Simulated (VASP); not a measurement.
Wanted: the native input for a VASP 6.6.1 run.

- Task: single point
- Functional: LDA
- Potentials or basis: VASP PAW LDA potentials, release 64 (Ga_d, Cu, C, Cl, O)
- Cutoff: 520 eV
- k mesh: 1 × 1 × 1
- Occupations: fermi-dirac, width 0.05 eV
- Spin: no spin polarisation
- Dipole correction: no
- Further INCAR settings: LREAL = Auto; ALGO = Normal; EDIFF = 1e-06; NBANDS = 140

The structure of Ga4Cu3C4Cl16O4 (a cell with a defect) lies in POSCAR:

```
Ga4Cu3C4Cl16O4
1.0
   -7.5471110000     -7.1359570000      0.0000000000
    6.4817650000     -7.1359570000      0.0000000000
    3.1356770000      1.1678080000      8.2843600000
Ga Cu C Cl O
4 3 4 16 4
Direct
   -0.0273575545      0.2221164574      0.7471186670
    0.9969568784      0.7577995769      0.2363972594
    0.5268053360      0.6856267725      0.7333940099
    0.5282270785      0.3006341916      0.2431207722
    0.1271680566      0.1481071336      0.1990497757
    0.9055743288      0.8526038574      0.7667218711
    0.4267202127      0.3869293623      0.8132915518
    0.9678276164      0.2695815810      0.1924107596
    0.0493582873      0.7444176913      0.8116499042
    0.4287825207      0.7359287063      0.2342244905
    0.5666724545      0.2451500209      0.8202806252
    0.6711255256      0.5545166158      0.9679926995
    0.3576370460      0.4005115352      0.0199653323
    0.6585565224      0.4380280494      0.3604020105
    0.3588054045      0.5594466881      0.6066129429
    0.9397665982      0.7047054639      0.4368714059
    0.1414121995      0.2784795764      0.6288958954
    0.8779749885      0.3974562780      0.8098271924
    0.0482389546      0.5688845980      0.1351824402
    0.1563194944      0.0912277770      1.0026362930
    0.8504422815      0.8839182135     -0.0105137874
    0.1227810493      0.9665799543      0.3442631658
    0.8653432367      0.0911241318      0.5809259858
    0.3422448422      0.2450416886      0.3695397110
    0.6490962372      0.8357395130      0.5964371418
    0.4085866053      0.8084497058      0.8355986461
    0.5852545354      0.1103469264      0.2053266637
    0.8687417819      0.2758053899      0.2189909661
    0.1333312448      0.6757752446      0.7953782791
    0.3986358925      0.8478065583      0.2450400514
    0.6531992089      0.1648181000      0.8235397786
```

These files were run (other wordings do the same):

INCAR

```
SYSTEM = Ga4Cu3C4Cl16O4
PREC = Accurate
ENCUT = 520
EDIFF = 1E-6
ISMEAR = -1
SIGMA = 0.05
LREAL = Auto
LASPH = .TRUE.
NELM = 80
ALGO = Normal
ISIF = 2
LWAVE = .FALSE.
LCHARG = .TRUE.
LELF = .TRUE.
LVHAR = .TRUE.
NBANDS = 140
```

KPOINTS

```
Automatic mesh
0
G
  1 1 1
  0 0 0
```

Potentials or basis: VASP PAW LDA potentials, release 64 (Ga_d, Cu, C, Cl, O).

Launch:

```sh
$ cat potpaw_LDA.64/Ga_d/POTCAR potpaw_LDA.64/Cu/POTCAR potpaw_LDA.64/C/POTCAR potpaw_LDA.64/Cl/POTCAR potpaw_LDA.64/O/POTCAR > POTCAR
$ mpirun -np 1 vasp_gam > vasp.out
```

Results of the run:

```yaml
Pressure: -2.3 GPa
Largest_force: 3.034 eV/Å
Band_gap_on_the_k_mesh: zero (an odd number of electrons rules out a gap without spin polarisation)
```

Caveat: the k points lie up to 0.76 Å⁻¹ apart, too coarse for converged energies and pressures of a metal; an odd number of electrons without spin polarisation forces a metal; a magnetic or distorted state may lie lower; semilocal functionals often make such compounds metallic where correlation or magnetic order opens a gap, which also shifts bond lengths.

Run time: 3.6 min on 1 thread of AMD EPYC 7R43 64-Core Processor (Zen 3), on a shared host, peak memory 0.6 GiB.
